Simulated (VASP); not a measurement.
Crystal: ScGaN.

```xyz
3
Lattice="3.8928 0.0000 0.0000 -1.9464 3.3713 0.0000 0.0000 0.0000 3.9872" Properties=species:S:1:pos:R:3 pbc="T T T"
Sc    0.0000    0.0000    0.0000
Ga    1.9464    1.1238    1.9936
N     0.0000    2.2475    1.9936
```

| Item | Value |
| --- | --- |
| Program | VASP 6.6.1 |
| Task | relaxation of cell and atoms |
| Functional | PBE |
| Potentials or basis | VASP PAW PBE potentials, release 64 (Sc_sv, Ga_d, N) |
| Cutoff | 600 eV |
| k mesh | 6 × 6 × 4 |
| Occupations | gaussian, width 0.1 eV |
| Spin | no spin polarisation |

At the start: pressure -13.9 GPa; volume 17.44 Å³/atom.

Task: Where does the relaxation end?

Result: Over 7 steps the energy falls by 170.1 meV/atom and the volume is 14.17 Å³/atom (-18.7 %); space group P-6m2 (No. 187, to 0.05 Å).

Step by step:
```csv
step,energy change (eV),largest force (eV/Å),pressure (GPa),volume (Å³)
1,0.0000,0.0000,-13.93,52.33
2,-0.4778,0.0000,3.20,41.66
3,-0.4899,0.0000,0.03,42.85
4,-0.4897,0.0000,-0.42,43.03
5,-0.4993,0.0000,-0.39,42.89
6,-0.5097,0.0000,-0.30,42.61
7,-0.5104,0.0000,-0.21,42.52
```

Final structure:
```
CELL_PARAMETERS angstrom
3.69472 0.00000 0.00000
-1.84736 3.19972 0.00000
0.00000 0.00000 3.59686
ATOMIC_POSITIONS crystal
Sc 0.00000 0.00000 0.00000
Ga 0.66667 0.33333 0.50000
N 0.33333 0.66667 0.50000
```

Caveat: the k points lie up to 0.44 Å⁻¹ apart in the final cell; the volume moved by over 15 % at a fixed basis, so the end points are rough.
